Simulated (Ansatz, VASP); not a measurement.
One calculation of SnO2, two programs

```
Sn O
1.0
    -1.95024    1.95024    4.98417
     1.95024   -1.95024    4.98417
     1.95024    1.95024   -4.98417
Sn O
2 4
Cartesian
  0.0000 1.9502 2.4921
  0.0000 0.0000 0.0000
  0.0000 0.0000 7.9132
  0.0000 1.9502 4.5472
  0.0000 0.0000 2.0551
  0.0000 1.9502 0.4370
```

Alike in both runs: functional PBEsol; k mesh 10 × 10 × 10; occupations gaussian, width 0.05 eV; no spin polarisation.

Ansatz relaxed the structure, and its values are those at the end. VASP's run is a single point on that final structure, the one shown.

```csv
,VASP,Ansatz
version,VASP 6.6.1,Ansatz 0.2.0
potentials or method,"VASP PAW PBE potentials, release 64 (Sn_d, O), cutoff 520 eV","scalar-relativistic, plane waves, PAW"
valence electrons in the cell,52,52
```

|  | VASP | Ansatz | Ansatz less VASP |
| --- | --- | --- | --- |
| gap on the k mesh at the Fermi level (eV) | 2.29 | 2.29 | +0.003 |
| least direct gap on the mesh (eV) | 2.81 | 2.81 | 0.000 |
| pressure (GPa) | 16.6 | 15.6 | -0.93 |
| rms of the force components (eV/Å) | 0.020 | 0.004 | -0.0153 |

VASP's potentials were made for PBE, not for PBEsol, and Ansatz warns of the same on its side. Ansatz's warnings: stress scf threshold loose.
